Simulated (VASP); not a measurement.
# CdTe (I-4m2) in VASP: single point with PBEsol

Aim: the single point of CdTe with PBEsol.

All numbers are computed with VASP 6.6.1; they aren't measurements. Logs are shortened: lines on timing, memory, paths and dates and some standing lists are left out, and cuts for length are marked.

## 1. The cell of the first run

The structure is tetragonal, space group I-4m2 (No. 119). The conventional cell has a = 4.603 Å, b = 4.603 Å, c = 6.458 Å, α = 90.00°, β = 90.00°, γ = 90.00°. Within 3.7 Å of Cd (site symmetry -4m2) lie 4 Te at 2.81 Å. Within 3.7 Å of Te (site symmetry -4m2) lie 4 Cd at 2.81 Å.

## 2. Single point, PBEsol

The input, INCAR:

```
PREC     = Accurate       # precision mode
ENCUT    = 400            # plane-wave cutoff, eV
EDIFF    = 1E-6           # SCF threshold, eV
ISMEAR   = -1             # smearing method
SIGMA    = 0.05           # smearing width, eV
LREAL    = False          # projectors in reciprocal space
LASPH    = True           # aspherical terms in the spheres
NELM     = 120            # most SCF steps
ALGO     = Normal         # electronic algorithm
ISIF     = 2              # what is computed and relaxed
LWAVE    = False          # write WAVECAR
LCHARG   = False          # write CHGCAR
GGA      = PS             # functional
NBANDS   = 26             # bands
GGA_COMPAT= False
```

The input, KPOINTS:

```
Automatic mesh
0
Gamma
  6 6 4
```

The input, POSCAR:

```
CdTe
1.0
    3.2551030000      3.2551030000      0.0000000000
   -3.2551030000      3.2551030000      0.0000000000
    0.0000000000      0.0000000000      6.4576051066
Cd Te
2 2
Direct
    0.0000000000      0.0000000000      0.0000000000
    0.5000000000      0.5000000000      0.5000000000
    0.5000000000      0.0000000000      0.2500000000
    0.0000000000      0.5000000000      0.7500000000
```

Potentials or basis: VASP PAW PBE potentials, release 64 (Cd, Te).

Started as:

```sh
$ cat potpaw_PBE.64/Cd/POTCAR potpaw_PBE.64/Te/POTCAR > POTCAR
$ mpirun -np 1 vasp_std > vasp.out
```

OUTCAR:

```text
PREC = Accurate
   ENCUT = 400
   EDIFF = 1E-6
   ISMEAR = -1
   LREAL = False
   LASPH = True
   NELM = 120
   ISIF = 2
   GGA = PS

 ion  position               nearest neighbor table
   1  0.000  0.000  0.000-   3 2.81   4 2.81   4 2.81   3 2.81
   2  0.500  0.500  0.500-   3 2.81   4 2.81   3 2.81   4 2.81
   3  0.500  0.000  0.250-   1 2.81   2 2.81   2 2.81   1 2.81
   4  0.000  0.500  0.750-   1 2.81   2 2.81   1 2.81   2 2.81

  LATTYP: Found a simple tetragonal cell.
 ALAT       =     4.6034108095
 C/A-ratio  =     1.4027870581

  Lattice vectors:

 A1 = (   3.2551030000,   3.2551030000,   0.0000000000)
 A2 = (  -3.2551030000,   3.2551030000,   0.0000000000)
 A3 = (   0.0000000000,   0.0000000000,   6.4576051066)

Analysis of symmetry for initial positions (statically):
=====================================================================
 Subroutine PRICEL returns following result:

  LATTYP: Found a body centered tetragonal cell.
 ALAT       =     4.6034108095
 C/A-ratio  =     1.4027870581

  Lattice vectors:

 A1 = (   0.0000000000,  -3.2551030000,  -3.2288025533)
 A2 = (   0.0000000000,   3.2551030000,  -3.2288025533)
 A3 = (   3.2551030000,   0.0000000000,   3.2288025533)

   2 primitive cells build up your supercell.

 Routine SETGRP: Setting up the symmetry group for a
 simple tetragonal supercell.

 Subroutine GETGRP returns: Found  8 space group operations
 (whereof  8 operations were pure point group operations)
 out of a pool of 16 trial point group operations.

The static configuration has the point symmetry D_2d.

Analysis of symmetry for dynamics (positions and initial velocities):
=====================================================================
 Subroutine PRICEL returns following result:

  LATTYP: Found a body centered tetragonal cell.
 ALAT       =     4.6034108095
 C/A-ratio  =     1.4027870581

  Lattice vectors:

 A1 = (   0.0000000000,  -3.2551030000,  -3.2288025533)
 A2 = (   0.0000000000,   3.2551030000,  -3.2288025533)
 A3 = (   3.2551030000,   0.0000000000,   3.2288025533)

   2 primitive cells build up your supercell.

 Routine SETGRP: Setting up the symmetry group for a
 simple tetragonal supercell.

 Subroutine GETGRP returns: Found  8 space group operations
 (whereof  8 operations were pure point group operations)
 out of a pool of 16 trial point group operations.

The dynamic configuration has the point symmetry D_2d.

 Subroutine INISYM returns: Found  8 space group operations
 (whereof  8 operations are pure point group operations),
 and found     2 'primitive' translations

----------------------------------------------------------------------------------------

                                     Primitive cell

  volume of cell :      68.4228

  direct lattice vectors                    reciprocal lattice vectors
     0.000000000 -3.255103000 -3.228802553     0.153604970 -0.153604970 -0.154856171
     0.000000000  3.255103000 -3.228802553     0.153604970  0.153604970 -0.154856171
     3.255103000  0.000000000  3.228802553     0.307209941  0.000000000  0.000000000

  length of vectors
     4.584851303  4.584851303  4.584851303     0.266775950  0.266775950  0.307209941

  position of ions in fractional coordinates (direct lattice)
     0.000000000  0.000000000  0.000000000
     0.750000000  0.250000000  0.500000000

  ion indices of the primitive-cell ions
   primitive index   ion index
                 1           1
                 2           3

----------------------------------------------------------------------------------------

 KPOINTS: Automatic mesh

Automatic generation of k-mesh.
 Grid dimensions read from file:
 generate k-points for:    6    6    4

 Generating k-lattice:

  Cartesian coordinates                     Fractional coordinates (reciprocal lattice)
     0.025600828  0.025600828  0.000000000     0.166666667  0.000000000  0.000000000
    -0.025600828  0.025600828  0.000000000     0.000000000  0.166666667  0.000000000
     0.000000000  0.000000000  0.038714043     0.000000000  0.000000000  0.250000000

  Length of vectors
     0.036205039  0.036205039  0.038714043

  Shift w.r.t. Gamma in fractional coordinates (k-lattice)
     0.000000000  0.000000000  0.000000000

 Subroutine IBZKPT returns following result:
 ===========================================

 Found     30 irreducible k-points:

 Following reciprocal coordinates:
            Coordinates               Weight
  0.000000  0.000000  0.000000      1.000000
  0.166667  0.000000  0.000000      4.000000
  0.333333  0.000000  0.000000      4.000000
  0.500000  0.000000  0.000000      2.000000
  0.166667  0.166667  0.000000      4.000000
  0.333333  0.166667  0.000000      8.000000
[... 16 lines left out ...]
  0.333333  0.000000  0.500000      4.000000
  0.500000  0.000000  0.500000      2.000000
 [... further k-points ...]
   k-points           NKPTS =     30   k-points in BZ     NKDIM =     30   number of bands    NBANDS=     26
   number of dos      NEDOS =    301   number of ions     NIONS =      4
   total plane-waves  NPLWV =  37800
   dimension x,y,z NGX =    30 NGY =   30 NGZ =   42
   dimension x,y,z NGXF=    60 NGYF=   60 NGZF=   84
   ions per type =               2   2
   NGX,Y,Z   is equivalent  to a cutoff of  10.83, 10.83, 10.81 a.u.
   NGXF,Y,Z  is equivalent  to a cutoff of  21.67, 21.67, 21.63 a.u.
 SYSTEM =  unknown system
   PREC   = accura    normal or accurate (medium, high low for compatibility)
   ISTART =      0    job   : 0-new  1-cont  2-samecut
   ICHARG =      2    charge: 1-file 2-atom 10-const
   ISPIN  =      1    spin polarized calculation?
   LNONCOLLINEAR =      F non collinear calculations
   LSORBIT =      F    spin-orbit coupling
   LASPH  =      T    aspherical Exc in radial PAW
   ENCUT  =  400.0 eV  29.40 Ry    5.42 a.u.   7.51  7.51 10.53*2*pi/ulx,y,z
   NELM   =    120;   NELMIN=  2; NELMDL= -5     # of ELM steps
   EDIFF  = 0.1E-05   stopping-criterion for ELM
   LREAL  =      F    real-space projection
   EDIFFG = 0.1E-04   stopping-criterion for IOM
   NSW    =      0    number of steps for IOM
   IBRION =     -1    ionic relax: 0-MD 1-quasi-New 2-CG
   NFREE  =      0    steps in history (QN), initial steepest desc. (CG)
   ISIF   =      2    stress and relaxation
   ISYM   =      2    0-nonsym 1-usesym 2-fastsym
   POTIM  = 0.5000    time-step for ionic-motion
   TEBEG  =    0.0;   TEEND  =   0.0 temperature during run
   PSTRESS=    0.0 pullay stress
   NELECT =      36.0000    total number of electrons
   NUPDOWN=      -1.0000    fix difference up-down
   EMIN   =  10.00;   EMAX   =-10.00  energy-range for DOS
   EFERMI =   0.00;   METHOD = LEGACY
   ISMEAR =    -1;   SIGMA  =   0.05  broadening in eV -4-tet -1-fermi 0-gaus
   EFERMI_NEDOS =   21; number of points for ismear=-14 and -15
   IALGO  =     38    algorithm
   IMIX   =      4    mixing-type and parameters
     AMIX     =   0.40;   BMIX     =  1.00
     AMIX_MAG =   1.60;   BMIX_MAG =  1.00
  volume/ion in A,a.u.               =      34.21       230.87
  Fermi-wavevector in a.u.,A,eV,Ry     =   1.048976  1.982276 14.971165  1.100350
  Thomas-Fermi vector in A             =   2.183919
   LORBIT       =      0    0 simple, 1 ext, 2 COOP (PROOUT), +10 PAW based schemes
   GGA     = PS    functional components
   LHFCALC =     F    Hartree Fock is set to
   AEXX    =    0.0000 exact exchange contribution
   IVDW    =     0    specifies the selected vdW correction
   LEPSILON=     F    determine dielectric tensor
   LRPA    =     F    only Hartree local field effects (RPA)
 non-spin polarized calculation
  energy-cutoff  :      400.00
  volume of cell :      136.85
 maximum number of plane-waves:      2526
   NGX = 15   NGY = 15   NGZ = 21

 number of electron      35.9999972 magnetization

 Free energy of the ion-electron system (eV)
  ---------------------------------------------------
  ext. energy  EPLUGINS =         0.00000000
  ---------------------------------------------------
  free energy    TOTEN  =       -10.97384856 eV

  energy without entropy =      -10.97381577  energy(sigma->0) =      -10.97383216

 E-fermi :   2.5192     XC(G=0):  -8.7572

 val. band max:        2.1809522885   @ k =   0.0000   0.0000   0.0000
 cond. band min:       2.8078803562   @ k =   0.0000   0.0000   0.0000
 fundamental gap:      0.6269280677
 Fermi energy:         2.5192263401

 k-point     1 :       0.0000    0.0000    0.0000
  band No.  band energies     occupation
      1      -9.0180      2.00000
      2      -8.4914      2.00000
      3      -6.0729      2.00000
      4      -6.0729      2.00000
      5      -6.0708      2.00000
      6      -5.9192      2.00000
[... 18 lines left out ...]
     25       9.4539      0.00000
     26      10.8950      0.00000

 k-point     2 :       0.1667    0.0000    0.0000
  band No.  band energies     occupation
      1      -8.9490      2.00000
      2      -8.4947      2.00000
      3      -6.0621      2.00000
      4      -6.0531      2.00000
      5      -6.0231      2.00000
      6      -5.9443      2.00000
[... 18 lines left out ...]
     25       9.8532      0.00000
     26      10.2294      0.00000

 k-point     3 :       0.3333    0.0000    0.0000
  band No.  band energies     occupation
      1      -8.7842      2.00000
      2      -8.5246      2.00000
      3      -6.0330      2.00000
      4      -6.0171      2.00000
      5      -5.9708      2.00000
      6      -5.9513      2.00000
[... 18 lines left out ...]
     25       8.9440      0.00000
     26       9.0766      0.00000

 k-point     4 :       0.5000    0.0000    0.0000
  band No.  band energies     occupation
      1      -8.6197      2.00000
      2      -8.6197      2.00000
      3      -5.9928      2.00000
      4      -5.9928      2.00000
      5      -5.9900      2.00000
      6      -5.9900      2.00000
[... 18 lines left out ...]
     25       7.9539      0.00000
     26       7.9539      0.00000

 k-point     5 :       0.1667    0.1667    0.0000
  band No.  band energies     occupation
      1      -8.8849      2.00000
      2      -8.4934      2.00000
      3      -6.0358      2.00000
      4      -6.0333      2.00000
      5      -5.9928      2.00000
      6      -5.9407      2.00000
[... 18 lines left out ...]
     25       8.7613      0.00000
     26       9.0471      0.00000

 k-point     6 :       0.3333    0.1667    0.0000
  band No.  band energies     occupation
      1      -8.7339      2.00000
      2      -8.5110      2.00000
      3      -6.0060      2.00000
      4      -5.9948      2.00000
      5      -5.9609      2.00000
      6      -5.9477      2.00000
[... 427 lines left out ...]
 k-point    21 :       0.0000    0.0000    0.5000
  band No.  band energies     occupation
      1      -8.7493      2.00000
      2      -8.7493      2.00000
      3      -5.9956      2.00000
      4      -5.9956      2.00000
      5      -5.9956      2.00000
      6      -5.9956      2.00000
[... 18 lines left out ...]
     25       8.5695      0.00000
     26       8.5695      0.00000

 k-point    22 :       0.1667    0.0000    0.5000
  band No.  band energies     occupation
      1      -8.7160      2.00000
      2      -8.7160      2.00000
      3      -6.0096      2.00000
      4      -6.0096      2.00000
      5      -5.9991      2.00000
      6      -5.9991      2.00000
[... 18 lines left out ...]
     25       8.2100      0.00000
     26       8.2100      0.00000

 k-point    23 :       0.3333    0.0000    0.5000
  band No.  band energies     occupation
      1      -8.6495      2.00000
      2      -8.6495      2.00000
      3      -6.0110      2.00000
      4      -6.0110      2.00000
      5      -6.0062      2.00000
      6      -6.0062      2.00000
[... 18 lines left out ...]
     25       8.6327      0.00000
     26       8.6327      0.00000

 k-point    24 :       0.5000    0.0000    0.5000
  band No.  band energies     occupation
      1      -8.6163      2.00000
      2      -8.6163      2.00000
      3      -6.0101      2.00000
      4      -6.0101      2.00000
      5      -6.0079      2.00000
      6      -6.0079      2.00000
[... 18 lines left out ...]
     25       9.0929      0.00000
     26       9.0929      0.00000

 [... further k-points ...]

------------------------ aborting loop because EDIFF is reached ----------------------------------------

  FORCE on cell =-STRESS in cart. coord.  units (eV):
  Direction    XX          YY          ZZ          XY          YZ          ZX
  --------------------------------------------------------------------------------------
  -------------------------------------------------------------------------------------
  Total       -0.2075238     -0.2075238     -0.1179304      0.0000000     -0.0000000      0.0000000
  in kB       -2.4296711     -2.4296711     -1.3807196      0.0000000     -0.0000000      0.0000000
  external PRESSURE =      -2.0800206 kB  Pullay stress =       0.0000000 kB

 VOLUME and BASIS-vectors are now :
 -----------------------------------------------------------------------------
  energy-cutoff  :      400.00
  volume of cell :      136.85
      direct lattice vectors                 reciprocal lattice vectors
     3.255103000  3.255103000  0.000000000     0.153604970  0.153604970  0.000000000
    -3.255103000  3.255103000  0.000000000    -0.153604970  0.153604970  0.000000000
     0.000000000  0.000000000  6.457605107     0.000000000  0.000000000  0.154856171

 POSITION                                       TOTAL-FORCE (eV/Angst)
 -----------------------------------------------------------------------------------
      0.00000      0.00000      0.00000        -0.000000     -0.000000      0.000000
      0.00000      3.25510      3.22880         0.000000      0.000000     -0.000000
      1.62755      1.62755      1.61440        -0.000000     -0.000000      0.000000
     -1.62755      1.62755      4.84320        -0.000000      0.000000      0.000000
 -----------------------------------------------------------------------------------
    total drift:                               -0.000000      0.000000      0.000000

  FREE ENERGIE OF THE ION-ELECTRON SYSTEM (eV)
  ---------------------------------------------------
  free  energy   TOTEN  =       -10.9738485603 eV

  energy  without entropy=      -10.9738157697  energy(sigma->0) =      -10.97383216
```

Wall time 42 s (1 thread of Intel Xeon Platinum 8488C (Sapphire Rapids), shared host); peak memory 0.22 GiB.

Results:

```
Free energy            : -10.9738 eV
Pressure               : -0.2 GPa
Band gap on the k mesh : 0.63 eV
```

Caveat: semilocal functionals underestimate gaps, and a narrow one can read as zero; the PAW data sets were made with another functional, which shifts forces and pressure a little; spin-orbit coupling is left out, which moves the levels of the heavy elements.
